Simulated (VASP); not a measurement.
Write the native input for VASP 6.6.1 that does the following.

```
Task                   : single point
Functional             : PBE
Potentials or basis    : VASP PAW PBE potentials, release 64 (Si, C)
Cutoff                 : 520 eV
k mesh                 : 4 × 4 × 6
Occupations            : gaussian, width 0.1 eV
Spin                   : no spin polarisation
Dipole correction      : no
Further INCAR settings : ALGO = Normal; EDIFF = 1e-07; NBANDS = 16
```

The structure of Si3C lies in POSCAR:

```
Si3C
1.0
    2.6874854100     -3.6609680800      0.0000000000
    2.6874854100      3.6609680800      0.0000000000
    0.0000000000      0.0000000000      2.6399570400
Si C
3 1
Direct
    0.5000000000      0.5000000000      0.0000000000
    0.0000000000      0.5000000000      0.5000000000
    0.5000000000      0.0000000000      0.5000000000
    0.0000000000      0.0000000000      0.0000000000
```

These files were run (other wordings do the same):

INCAR

```
SYSTEM = Si3C
ALGO = Normal
EDIFF = 1E-7
ENCUT = 520
GGA = PE
ISIF = 2
ISMEAR = 0
LASPH = .TRUE.
LCHARG = .TRUE.
LELF = .TRUE.
LREAL = .FALSE.
LVHAR = .TRUE.
LWAVE = .FALSE.
NBANDS = 16
NELM = 80
PREC = Accurate
SIGMA = 0.1
```

KPOINTS

```
k-points
0
G
  4 4 6
  0 0 0
```

Potentials or basis: VASP PAW PBE potentials, release 64 (Si, C).

Launch:

```sh
$ cat potpaw_PBE.64/Si/POTCAR potpaw_PBE.64/C/POTCAR > POTCAR
$ mpirun -np 1 vasp_std > vasp.out
```

It gave:

```yaml
Pressure: -4.8 GPa
Band_gap_on_the_k_mesh: zero (band 8 reaches 11.40 eV, above the bottom of band 9 at 7.45 eV)
```

Caveat: the k points lie up to 0.40 Å⁻¹ apart.

It took 22 s on 1 thread of Intel(R) Xeon(R) Platinum 8259CL CPU @ 2.50GHz (Skylake/Cascade Lake), with other jobs on the host, peak memory 0.16 GiB.
